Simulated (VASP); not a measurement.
Here is a VASP 6.6.1 calculation.

Contents of INCAR:

```
SYSTEM = Ba7B
ALGO = Fast
EDIFF = 1E-6
ENCUT = 520
GGA = PE
ISIF = 2
ISMEAR = 0
LASPH = .TRUE.
LCHARG = .FALSE.
LREAL = .FALSE.
LWAVE = .FALSE.
NBANDS = 46
NELM = 100
PREC = Accurate
SIGMA = 0.1
```

File KPOINTS:

```
k-points
0
G
  4 4 4
  0 0 0
```

The input POSCAR:

```
Ba7B
1.0
    0.0000000000      6.3099364309      6.3099364309
    6.3099364309      0.0000000000      6.3099364309
    6.3099364309      6.3099364309      0.0000000000
Ba B
7 1
Direct
    0.7683110578      0.2316889422      0.2316889422
    0.2316889422      0.7683110578      0.7683110578
    0.2316889422      0.7683110578      0.2316889422
    0.7683110578      0.2316889422      0.7683110578
    0.2316889422      0.2316889422      0.7683110578
    0.7683110578      0.7683110578      0.2316889422
    0.5000000000      0.5000000000      0.5000000000
    0.0000000000      0.0000000000      0.0000000000
```

Potentials or basis: VASP PAW PBE potentials, release 64 (Ba_sv, B).

Launch:

```console
$ cat potpaw_PBE.64/Ba_sv/POTCAR potpaw_PBE.64/B/POTCAR > POTCAR
$ mpirun -np 1 vasp_std > vasp.out
```

Problem. Estimate the pressure.

Solution. 0.6 GPa.

Problem. Predict the largest force.

Solution. 0.027 eV/Å.

Problem. What does it give for the band gap on the k mesh?

Solution. Zero (an odd number of electrons rules out a gap without spin polarisation).

Forces on the atoms (eV/Å):
```
Ba  -0.027  0.000  0.000
Ba   0.027  0.000  0.000
Ba   0.000 -0.027  0.000
Ba   0.000  0.027  0.000
Ba   0.000  0.000 -0.027
Ba   0.000  0.000  0.027
Ba   0.000  0.000  0.000
B    0.000  0.000  0.000
```

Caveat: spin-orbit coupling is left out, which moves the levels of the heavy elements.
